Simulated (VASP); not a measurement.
# Mg3Te (I4/mmm) in VASP: further runs

The runs below take Mg3Te through single point, with LDA, PBE.

Program: VASP 6.6.1. These are calculated values, not measurements. Logs are shortened: lines on timing, memory, paths and dates and some standing lists are left out, and cuts for length are marked.

## (1) The cell of the first run

The structure is tetragonal, space group I4/mmm (No. 139). The conventional cell has a = 4.279 Å, b = 4.279 Å, c = 10.565 Å, α = 90.00°, β = 90.00°, γ = 90.00°. Te (site symmetry 4/mmm) has 12 Mg at 3.03 to 3.40 Å within 4.0 Å. Mg (site symmetry -4m2) has 8 Mg at 3.03 to 3.40 Å and 4 Te at 3.40 Å within 4.0 Å. Mg (site symmetry 4/mmm) has 4 Te at 3.03 Å and 8 Mg at 3.40 Å within 4.0 Å.

## (2) Single point, LDA

INCAR

```
SYSTEM = Mg3Te
PREC = Accurate ; ENCUT = 520
EDIFF = 1E-6 ; ISMEAR = -1
SIGMA = 0.05 ; LREAL = .False.
LASPH = .True. ; NELM = 80
ALGO = Normal ; ISIF = 2
LWAVE = .False. ; LCHARG = .True.
LELF = .True. ; LVHAR = .True.
NBANDS = 14
```

KPOINTS

```
Automatic mesh
0
Gamma
  9 9 9
  0 0 0
```

POSCAR

```
Mg3Te
1.0
   -2.1393600000      2.1393600000      5.2824880000
    2.1393600000     -2.1393600000      5.2824880000
    2.1393600000      2.1393600000     -5.2824880000
Te Mg
1 3
Direct
    0.0000000000      0.0000000000      0.0000000000
    0.2500000000      0.7500000000      0.5000000000
    0.7500000000      0.2500000000      0.5000000000
    0.5000000000      0.5000000000      0.0000000000
```

Potentials or basis: VASP PAW LDA potentials, release 64 (Te, Mg).

On the command line:

```bash
cat potpaw_LDA.64/Te/POTCAR potpaw_LDA.64/Mg/POTCAR > POTCAR
mpirun -np 1 vasp_std > vasp.out
```

OUTCAR:

```text
SYSTEM = Mg3Te
   PREC = Accurate
   ENCUT = 520
   EDIFF = 1E-6
   ISMEAR = -1
   LREAL = .False.
   LASPH = .True.
   NELM = 80
   ISIF = 2

 ion  position               nearest neighbor table
   1  0.000  0.000  0.000-   4 3.03   4 3.03   4 3.03   4 3.03   3 3.40   2 3.40   3 3.40   2 3.40
                             3 3.40   3 3.40   2 3.40   2 3.40
   2  0.250  0.750  0.500-   3 3.03   3 3.03   3 3.03   3 3.03   4 3.40   1 3.40   4 3.40   4 3.40
                             1 3.40   1 3.40   4 3.40   1 3.40
   3  0.750  0.250  0.500-   2 3.03   2 3.03   2 3.03   2 3.03   4 3.40   1 3.40   4 3.40   1 3.40
                             4 3.40   4 3.40   1 3.40   1 3.40
   4  0.500  0.500  0.000-   1 3.03   1 3.03   1 3.03   1 3.03   3 3.40   2 3.40   3 3.40   3 3.40
                             2 3.40   2 3.40   3 3.40   2 3.40

  LATTYP: Found a body centered tetragonal cell.
 ALAT       =     4.2787200000
 C/A-ratio  =     2.4691907860

  Lattice vectors:

 A1 = (  -2.1393600000,   2.1393600000,   5.2824880000)
 A2 = (   2.1393600000,  -2.1393600000,   5.2824880000)
 A3 = (   2.1393600000,   2.1393600000,  -5.2824880000)

Analysis of symmetry for initial positions (statically):
=====================================================================
 Subroutine PRICEL returns:
 Original cell was already a primitive cell.

 Routine SETGRP: Setting up the symmetry group for a
 body centered tetragonal supercell.

 Subroutine GETGRP returns: Found 16 space group operations
 (whereof 16 operations were pure point group operations)
 out of a pool of 16 trial point group operations.

The static configuration has the point symmetry D_4h.

Analysis of symmetry for dynamics (positions and initial velocities):
=====================================================================
 Subroutine PRICEL returns:
 Original cell was already a primitive cell.

 Routine SETGRP: Setting up the symmetry group for a
 body centered tetragonal supercell.

 Subroutine GETGRP returns: Found 16 space group operations
 (whereof 16 operations were pure point group operations)
 out of a pool of 16 trial point group operations.

The dynamic configuration has the point symmetry D_4h.

 Subroutine INISYM returns: Found 16 space group operations
 (whereof 16 operations are pure point group operations),
 and found     1 'primitive' translations

----------------------------------------------------------------------------------------

                                     Primitive cell

  volume of cell :      96.7089

[... 106 lines left out ...]
   EFERMI =   0.00;   METHOD = LEGACY
   ISMEAR =    -1;   SIGMA  =   0.05  broadening in eV -4-tet -1-fermi 0-gaus
   EFERMI_NEDOS =   21; number of points for ismear=-14 and -15
   IALGO  =     38    algorithm
   IMIX   =      4    mixing-type and parameters
     AMIX     =   0.40;   BMIX     =  1.00
     AMIX_MAG =   1.60;   BMIX_MAG =  1.00
  volume/ion in A,a.u.               =      24.18       163.16
  Fermi-wavevector in a.u.,A,eV,Ry     =   0.816544  1.543045  9.071614  0.666745
  Thomas-Fermi vector in A             =   1.926832
   LORBIT       =      0    0 simple, 1 ext, 2 COOP (PROOUT), +10 PAW based schemes
   GGA     = CA    functional components
   LHFCALC =     F    Hartree Fock is set to
   AEXX    =    0.0000 exact exchange contribution
   IVDW    =     0    specifies the selected vdW correction
   LEPSILON=     F    determine dielectric tensor
   LRPA    =     F    only Hartree local field effects (RPA)
 non-spin polarized calculation
  energy-cutoff  :      520.00
  volume of cell :       96.71
 maximum number of plane-waves:      2628
 NGX is ok and might be reduce to    48
   NGX = 23   NGY = 23   NGZ = 23

 number of electron      12.0000000 magnetization

 Free energy of the ion-electron system (eV)
  ---------------------------------------------------
  ext. energy  EPLUGINS =         0.00000000
  ---------------------------------------------------
  free energy    TOTEN  =        -9.96899660 eV

  energy without entropy =       -9.94897105  energy(sigma->0) =       -9.95898383

 E-fermi :   4.4006     XC(G=0):  -9.1187

 val. band max:        4.3788556001   @ k =   0.2222   0.1111   0.1111
 cond. band min:       4.4047531269   @ k =  -0.4444   0.2222  -0.0000
 fundamental gap:      0.0258975268
 Fermi energy:         4.4005926411

 k-point     1 :       0.0000    0.0000    0.0000
  band No.  band energies     occupation
      1      -7.8689      2.00000
      2       0.0678      2.00000
      3       0.2347      2.00000
      4       1.7898      2.00000
      5       1.7898      2.00000
      6       4.6009      0.03574
      7       5.6463      0.00000
      8       5.9641      0.00000
      9       5.9641      0.00000
     10       6.2015      0.00000
     11       7.8444      0.00000
     12      10.7947      0.00000
     13      10.7947      0.00000
     14      11.0585      0.00000
[... 377 lines left out ...]
      1      -7.0165      2.00000
      2      -0.6909      2.00000
      3      -0.4336      2.00000
      4       0.6240      2.00000
      5       2.0285      2.00000
      6       3.0427      2.00000
      7       4.3012      1.75909
      8       5.0631      0.00000
      9       5.7425      0.00000
     10       6.3742      0.00000
     11       9.5319      0.00000
     12      10.3695      0.00000
     13      12.1207      0.00000
     14      12.5652      0.00000

 [... further k-points ...]

------------------------ aborting loop because EDIFF is reached ----------------------------------------

  FORCE on cell =-STRESS in cart. coord.  units (eV):
  Direction    XX          YY          ZZ          XY          YZ          ZX
  --------------------------------------------------------------------------------------
  -------------------------------------------------------------------------------------
  Total       -1.5986290     -1.5986290     -1.4604034      0.0000000     -0.0000000      0.0000000
  in kB      -26.4845145    -26.4845145    -24.1945288      0.0000000     -0.0000000      0.0000000
  external PRESSURE =     -25.7211859 kB  Pullay stress =       0.0000000 kB

 VOLUME and BASIS-vectors are now :
 -----------------------------------------------------------------------------
  energy-cutoff  :      520.00
  volume of cell :       96.71
      direct lattice vectors                 reciprocal lattice vectors
    -2.139360000  2.139360000  5.282488000     0.000000000  0.233714756  0.094652368
     2.139360000 -2.139360000  5.282488000     0.233714756  0.000000000  0.094652368
     2.139360000  2.139360000 -5.282488000     0.233714756  0.233714756  0.000000000

 POSITION                                       TOTAL-FORCE (eV/Angst)
 -----------------------------------------------------------------------------------
      0.00000      0.00000      0.00000         0.000000     -0.000000     -0.000000
      2.13936      0.00000      2.64124        -0.000000      0.000000     -0.000000
      0.00000      2.13936      2.64124         0.000000     -0.000000      0.000000
      0.00000      0.00000      5.28249         0.000000     -0.000000     -0.000000
 -----------------------------------------------------------------------------------
    total drift:                                0.000000     -0.000000     -0.000000

  FREE ENERGIE OF THE ION-ELECTRON SYSTEM (eV)
  ---------------------------------------------------
  free  energy   TOTEN  =        -9.9689966014 eV

  energy  without entropy=       -9.9489710504  energy(sigma->0) =       -9.95898383
```

OSZICAR:

```text
N       E                     dE             d eps       ncg     rms          rms(c)
DAV:   1     0.166968948442E+02    0.16697E+02   -0.38522E+03  2100   0.639E+02
DAV:   2    -0.854225708551E+01   -0.25239E+02   -0.23431E+02  2764   0.847E+01
DAV:   3    -0.100968070386E+02   -0.15545E+01   -0.15402E+01  2730   0.183E+01
DAV:   4    -0.101128230881E+02   -0.16016E-01   -0.16012E-01  2478   0.242E+00
DAV:   5    -0.101130450823E+02   -0.22199E-03   -0.22199E-03  2756   0.309E-01    0.579E+00
DAV:   6    -0.100019598253E+02    0.11109E+00   -0.12837E-01  2298   0.142E+00    0.363E+00
DAV:   7    -0.997275143775E+01    0.29208E-01   -0.80019E-02  2640   0.110E+00    0.477E-01
DAV:   8    -0.996923836878E+01    0.35131E-02   -0.11774E-02  2292   0.492E-01    0.266E-01
DAV:   9    -0.996900541402E+01    0.23295E-03   -0.13182E-03  2508   0.184E-01    0.821E-02
DAV:  10    -0.996899859315E+01    0.68209E-05   -0.41824E-05  2748   0.346E-02    0.352E-02
DAV:  11    -0.996899703229E+01    0.15609E-05   -0.62442E-06  2430   0.107E-02    0.791E-03
DAV:  12    -0.996899660145E+01    0.43084E-06   -0.13987E-06  1524   0.517E-03
   1 F= -.99689966E+01 E0= -.99589838E+01  d E =-.200256E-01
```

stdout:

```text
POSCAR found type information on POSCAR TeMg
 POSCAR found :  2 types and       4 ions
 scaLAPACK will be used
 LDA part: xc-table for (Slater(with rela. corr.)+CA(PZ))
 , standard interpolation
 POSCAR, INCAR and KPOINTS ok, starting setup
 FFT: planning ... GRIDC
 FFT: planning ... GRID_SOFT
 FFT: planning ... GRID
 WAVECAR not read
 entering main loop
```

Run time: 2.4 min. Hardware: 1 thread of Intel Xeon Platinum 8488C (Sapphire Rapids), shared host; peak memory 0.32 GiB.

What came out:

```yaml
Free_energy: -9.9690 eV
Pressure: -2.6 GPa
Band_gap_on_the_k_mesh: zero (band 6 reaches 4.78 eV, above the bottom of band 7 at 3.44 eV)
```

Stress tensor (GPa, compression positive):
```
-2.65  0.00  0.00
 0.00 -2.65  0.00
 0.00  0.00 -2.42
```

Caveat: spin-orbit coupling is left out, which moves the levels of the heavy elements.

## (3) Single point, PBE

INCAR

```
SYSTEM = Mg3Te
PREC = Accurate
ENCUT = 520
EDIFF = 1E-6
ISMEAR = -1
SIGMA = 0.05
LREAL = .FALSE.
LASPH = .TRUE.
NELM = 80
ALGO = Fast
ISIF = 2
LWAVE = .FALSE.
LCHARG = .TRUE.
GGA = PE
LELF = .TRUE.
LVHAR = .TRUE.
NBANDS = 14
```

KPOINTS

```
Automatic mesh
0
G
  9 9 9
  0 0 0
```

POSCAR is that of step 2.

Potentials or basis: VASP PAW PBE potentials, release 64 (Te, Mg).

On the command line:

```bash
cat potpaw_PBE.64/Te/POTCAR potpaw_PBE.64/Mg/POTCAR > POTCAR
mpirun -np 1 vasp_std > vasp.out
```

Run time: 2.9 min. Hardware: 1 thread of Intel Xeon Platinum 8488C (Sapphire Rapids), shared host; peak memory 0.37 GiB.

It converged, with:

- Free energy: -8.3058 eV
- Pressure: 0.1 GPa
- Band gap on the k mesh: zero (band 6 reaches 4.95 eV, above the bottom of band 7 at 3.61 eV)

Stress tensor (GPa, compression positive):
```
 0.12  0.00  0.00
 0.00  0.12  0.00
 0.00  0.00 -0.08
```

Levels at points of the mesh, in eV from the Fermi level:
```tsv
k point	band 2	band 3	band 4	band 5	band 6	band 7	band 8	band 9	band 10	band 11
(0.00, 0.00, 0.00)	-4.32	-4.20	-2.63	-2.63	0.26	1.20	1.55	1.55	1.77	3.54
```

Caveat: spin-orbit coupling is left out, which moves the levels of the heavy elements.

## (4) Single point, LDA

This run uses another cell than the first one, of 24.66 Å³/atom, 1.020 times its volume.

INCAR

```
SYSTEM = Mg3Te
PREC = Accurate
ENCUT = 520
EDIFF = 1E-7
ISMEAR = -1
SIGMA = 0.05
LREAL = .False.
LASPH = .True.
NELM = 80
ALGO = Normal
ISIF = 2
LWAVE = .False.
LCHARG = .True.
LELF = .True.
LVHAR = .True.
NBANDS = 14
```

KPOINTS

```
Automatic mesh
0
Gamma
  9 9 9
  0 0 0
```

POSCAR

```
Mg3Te
1.0
   -2.1535283599      2.1535283599      5.3174723838
    2.1535283599     -2.1535283599      5.3174723838
    2.1535283599      2.1535283599     -5.3174723838
Te Mg
1 3
Direct
    0.0000000000      0.0000000000      0.0000000000
    0.2500000000      0.7500000000      0.5000000000
    0.7500000000      0.2500000000      0.5000000000
    0.5000000000      0.5000000000      0.0000000000
```

Potentials or basis: VASP PAW LDA potentials, release 64 (Te, Mg).

On the command line:

```bash
cat potpaw_LDA.64/Te/POTCAR potpaw_LDA.64/Mg/POTCAR > POTCAR
mpirun -np 1 vasp_std > vasp.out
```

Run time: 3 min. Hardware: 1 thread of Intel Xeon Platinum 8488C (Sapphire Rapids), shared host; peak memory 0.32 GiB.

It converged, with:

* Free energy: -9.9342 eV
* Pressure: -3.2 GPa
* Band gap on the k mesh: zero (band 6 reaches 4.60 eV, above the bottom of band 7 at 3.29 eV)

Stress tensor (GPa, compression positive):
```
-3.33  0.00  0.00
 0.00 -3.33  0.00
 0.00  0.00 -2.89
```

Levels at points of the mesh, in eV from the Fermi level:
| k point | band 4 | band 5 | band 6 | band 7 | band 8 | band 9 |
| --- | --- | --- | --- | --- | --- | --- |
| (0.00, 0.00, 0.00) | -2.57 | -2.57 | 0.17 | 1.26 | 1.56 | 1.56 |

Caveat: spin-orbit coupling is left out, which moves the levels of the heavy elements.

## (5) Summary

```tsv
level	potentials or basis	cell	gap on the mesh (eV)	pressure (GPa)
LDA	VASP PAW LDA potentials, release 64 (Te, Mg)	a = 6.088 Å, angles 138.9, 138.9, 59.6°, 4 atoms	none	-2.6
PBE	VASP PAW PBE potentials, release 64 (Te, Mg)	a = 6.088 Å, angles 138.9, 138.9, 59.6°, 4 atoms	none	0.1
LDA	VASP PAW LDA potentials, release 64 (Te, Mg)	a = 6.128 Å, angles 138.9, 138.9, 59.6°, 4 atoms	none	-3.2
```

Alike in all rows: task single point; no spin polarisation; k mesh 9 × 9 × 9; cutoff (eV) 520; smearing fermi-dirac 0.05 eV.

Caveats: spin-orbit coupling is left out, which moves the levels of the heavy elements.

Absolute energies hang on the potentials; compare differences alone.
